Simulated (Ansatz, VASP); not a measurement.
## One calculation of Ba, two programs

File INCAR:

```
SYSTEM = Ba
PREC     = Accurate       ! precision mode
ENCUT    = 520            ! plane-wave cutoff, eV
EDIFF    = 1E-7           ! SCF threshold, eV
ISMEAR   = -1             ! smearing method
SIGMA    = 0.03           ! smearing width, eV
LREAL    = .FALSE.        ! projectors in reciprocal space
LASPH    = .TRUE.         ! aspherical terms in the spheres
NELM     = 100            ! most SCF steps
ALGO     = Normal         ! electronic algorithm
ISIF     = 2              ! what is computed and relaxed
LWAVE    = .FALSE.        ! write WAVECAR
LCHARG   = .FALSE.        ! write CHGCAR
GGA      = CA             ! functional
NBANDS   = 11             ! bands
```

Contents of KPOINTS:

```
Automatic mesh
0
G
  9 9 9
  0 0 0
```

Contents of POSCAR:

```
Ba
1.0
   -2.3789385306      2.3789385306      2.3789385306
    2.3789385306     -2.3789385306      2.3789385306
    2.3789385306      2.3789385306     -2.3789385306
Ba
1
Direct
    0.0000000000      0.0000000000      0.0000000000
```

Input for Ansatz:

```yaml
crystal:
  lattice:
    - [-2.3789385306, 2.3789385306, 2.3789385306]
    - [2.3789385306, -2.3789385306, 2.3789385306]
    - [2.3789385306, 2.3789385306, -2.3789385306]
  atoms:
    - { symbol: Ba, position: [0.0, 0.0, 0.0] }
hamiltonian:
  xc: lda
  pseudopotentials:
    kind: paw
    azcp:
      Ba: "pseudopotentials/Ba.paw.azcp"
basis:
  ecutwfc: 420
  fft_grid_basis: typed
kpoints:
  mp_grid: { grid: [9, 9, 9], shift: [0, 0, 0] }
magnetization:
  spin_polarized: false
scf:
  occupations: { method: fermi_dirac, width: 0.03 }
  lower_state_search: "off"
output:
  stress: true
  write_density: true
  write_potential: true
  elf: true
  volumetric_format: npy
```

Alike in both runs: task single point; functional LDA; k mesh 9 × 9 × 9; occupations fermi-dirac, width 0.03 eV; no spin polarisation.

|  | VASP | Ansatz |
| --- | --- | --- |
| version | VASP 6.6.1 | Ansatz 0.2.0 |
| potentials or method | VASP PAW LDA potentials, release 64 (Ba_sv), cutoff 520 eV | plane waves (420 eV) with PAW, scalar-relativistic |
| valence electrons in the cell | 10 | 10 |

```csv
,VASP,Ansatz,Ansatz less VASP
pressure (GPa),0.0,-0.1,-0.10
```

Ansatz warns that its potentials were made for another functional, while VASP's fit it. LDA's correlation is that of Perdew and Zunger in VASP and of Perdew and Wang (1992) in Ansatz.

Neither program's run includes spin-orbit coupling.
